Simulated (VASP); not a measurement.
Wanted: the native input for a VASP 6.6.1 run.

* Task: single point
* Functional: PBE
* Potentials or basis: VASP PAW PBE potentials, release 64 (Co, Si)
* Cutoff: 520 eV
* k mesh: 16 × 16 × 16
* Occupations: gaussian, width 0.15 eV
* Spin: no spin polarisation
* Dipole correction: no
* Further INCAR settings: ALGO = Normal; EDIFF = 1e-06; NBANDS = 16

The structure of CoSi2 lies in POSCAR:

```
CoSi2
1.0
    0.0000000000      2.6799390597      2.6129405832
    2.6799390597      0.0000000000      2.6129405832
    2.6799390597      2.6799390597      0.0000000000
Co Si
1 2
Direct
    0.0000000000      0.0000000000      0.0000000000
    0.2500000000      0.2500000000      0.2500000000
    0.7500000000      0.7500000000      0.7500000000
```

This cell differs from its parent crystal: strain +0.000 along x and y, -0.025 along z.

The input as run:

INCAR

```
PREC = Accurate
ENCUT = 520
EDIFF = 1E-6
ISMEAR = 0
SIGMA = 0.15
LREAL = F
LASPH = T
NELM = 60
ALGO = Normal
ISIF = 2
LWAVE = F
LCHARG = F
GGA = PE
NBANDS = 16
```

KPOINTS

```
regular mesh
0
Gamma
  16 16 16
```

Potentials or basis: VASP PAW PBE potentials, release 64 (Co, Si).

Launch:

```bash
$ cat potpaw_PBE.64/Co/POTCAR potpaw_PBE.64/Si/POTCAR > POTCAR
$ mpirun -np 1 vasp_std > vasp.out
```

Results of the run:

```
Pressure               : 4.6 GPa
Band gap on the k mesh : zero (an odd number of electrons rules out a gap without spin polarisation)
```

Caveat: the cell differs from its parent crystal (strain +0.000 along x and y, -0.025 along z); the cell stands under pressure; an odd number of electrons without spin polarisation forces a metal; a magnetic or distorted state may lie lower.

Wall time 100 s on 1 thread of Intel(R) Xeon(R) 6975P-C (Granite Rapids), on a shared host, peak memory 0.31 GiB.
